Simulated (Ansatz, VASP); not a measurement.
# One calculation of TaN, two programs

The input INCAR:

```
SYSTEM = TaN
PREC     = Accurate       ! precision mode
ENCUT    = 520            ! plane-wave cutoff, eV
EDIFF    = 1E-6           ! SCF threshold, eV
ISMEAR   = 0              ! smearing method
SIGMA    = 0.15           ! smearing width, eV
LREAL    = .False.        ! projectors in reciprocal space
LASPH    = .True.         ! aspherical terms in the spheres
NELM     = 60             ! most SCF steps
ALGO     = Normal         ! electronic algorithm
ISIF     = 2              ! what is computed and relaxed
LWAVE    = .False.        ! write WAVECAR
LCHARG   = .True.         ! write CHGCAR
GGA      = PS             ! functional
LELF     = .True.         ! ELF
LVHAR    = .True.       
NBANDS   = 15             ! bands
```

The input KPOINTS:

```
regular mesh
0
Gamma
  21 21 18
  0 0 0
```

File POSCAR:

```
TaN
1.0
    2.9037146640      0.0000000000      0.0000000000
   -1.4518573320      2.5146906643      0.0000000000
    0.0000000000      0.0000000000      3.0274129086
Ta N
1 1
Direct
    0.3333333333      0.6666666667      0.5000000000
    0.0000000000      0.0000000000      0.0000000000
```

Input for Ansatz:

```yaml
crystal:
  lattice:
    - [2.903714664, 0.0, 0.0]
    - [-1.451857332, 2.5146906643, 0.0]
    - [0.0, 0.0, 3.0274129086]
  atoms:
    - { symbol: Ta, position: [0.3333333333, 0.6666666667, 0.5] }
    - { symbol: "N", position: [0.0, 0.0, 0.0] }
basis:
  ecutwfc: 520.0
kpoints:
  mp_grid: { grid: [21, 21, 18] }
hamiltonian:
  xc: pbesol
scf:
  occupations: { method: gaussian, width: 0.15 }
output:
  forces: true
  stress: true
  eigenvalues: true
```

Alike in both runs: task single point; functional PBEsol; k mesh 21 × 21 × 18; occupations gaussian, width 0.15 eV; no spin polarisation.

```csv
,VASP,Ansatz
version,VASP 6.6.1,Ansatz 0.2.0
potentials or method,"VASP PAW PBE potentials, release 64 (Ta_pv, N), cutoff 520 eV","scalar-relativistic, plane waves, PAW"
valence electrons in the cell,16,18
```

|  | VASP | Ansatz | Ansatz less VASP |
| --- | --- | --- | --- |
| gap on the k mesh at the Fermi level (eV) | none | none | - |
| pressure (GPa) | -13.1 | -13.8 | -0.65 |
| traceless stress, the component that is largest in VASP (GPa) | -24.74 | -24.85 | -0.107 |

VASP's potentials were made for PBE, not for PBEsol. A gap of «none» marks a metal or a gap that the smearing closes. With one functional, cell and mesh, what is left measures potentials, basis and numerics. VASP's potentials hold 16 valence electrons a cell and Ansatz's 18, so a difference there can come from the potentials and not from the codes.

Spin-orbit coupling is off throughout.
